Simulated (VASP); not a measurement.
A run of VASP 6.6.1:

INCAR

```
PREC     = Accurate       # precision mode
ENCUT    = 520            # plane-wave cutoff, eV
EDIFF    = 1E-6           # SCF threshold, eV
ISMEAR   = 0              # smearing method
SIGMA    = 0.15           # smearing width, eV
LREAL    = False          # projectors in reciprocal space
LASPH    = True           # aspherical terms in the spheres
NELM     = 60             # most SCF steps
ALGO     = Fast           # electronic algorithm
ISIF     = 2              # what is computed and relaxed
LWAVE    = False          # write WAVECAR
LCHARG   = False          # write CHGCAR
GGA      = CA             # functional
NBANDS   = 13             # bands
```

File KPOINTS:

```
regular mesh
0
Gamma
  22 22 22
```

POSCAR

```
W
1.0
    0.0000000000      2.1660589503      1.5905370872
    2.1660589503      0.0000000000      1.5905370872
    2.1660589503      2.1660589503      0.0000000000
W
1
Direct
    0.0000000000      0.0000000000      0.0000000000
```

Potentials or basis: VASP PAW LDA potentials, release 64 (W_sv).

Run with:

```console
$ cat potpaw_LDA.64/W_sv/POTCAR > POTCAR
$ mpirun -np 1 vasp_std > vasp.out
```

Hardware: 1 thread of Intel(R) Xeon(R) Platinum 8375C CPU @ 2.90GHz (Ice Lake), on a shared host.

**Question.** Estimate the wall time of this run.

**Answer.** Run time: 2.3 min on 1 thread of Intel(R) Xeon(R) Platinum 8375C CPU @ 2.90GHz (Ice Lake) (shared host), peak memory 0.25 GiB. Counts: scf iterations 13, k points 834.
